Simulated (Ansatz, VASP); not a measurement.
One calculation of TiCo3, two programs

```xyz
4
Lattice="3.5280 0.0000 0.0000 0.0000 3.5280 0.0000 0.0000 0.0000 3.5280" Properties=species:S:1:pos:R:3 pbc="T T T"
Ti    0.0000    0.0000    0.0000
Co    0.0000    1.7640    1.7640
Co    1.7640    0.0000    1.7640
Co    1.7640    1.7640    0.0000
```

Alike in both runs: task single point; functional PBEsol; k mesh 12 × 12 × 12; occupations gaussian, width 0.15 eV; collinear spin.

|  | VASP | Ansatz |
| --- | --- | --- |
| version | VASP 6.6.1 | Ansatz 0.2.0 |
| potentials or method | VASP PAW PBE potentials, release 64 (Ti_sv, Co), cutoff 520 eV | scalar-relativistic, plane waves, PAW |
| valence electrons in the cell | 39 | 63 |

VASP gave:

```
gap on the k mesh at the Fermi level (eV)                     : none
pressure (GPa)                                                : -0.6
net moment per atom (μB)                                      : 0.16
size of the moment on the site where the two differ most (μB) : 0.24
```

Question: What did Ansatz give for the same quantities?

Answer: gap on the k mesh at the Fermi level (eV): none; pressure (GPa): 0.1; net moment per atom (μB): 0.16; size of the moment on the site where the two differ most (μB): 0.26.

VASP's potentials were made for PBE, not for PBEsol. Site moments also hang on the region over which each program counts them. A gap of «none» marks a metal or a gap that the smearing closes. The functional is the same, so the differences come from potentials, cutoffs and numerics. VASP's potentials hold 39 valence electrons a cell and Ansatz's 63, so a difference there can come from the potentials and not from the codes.
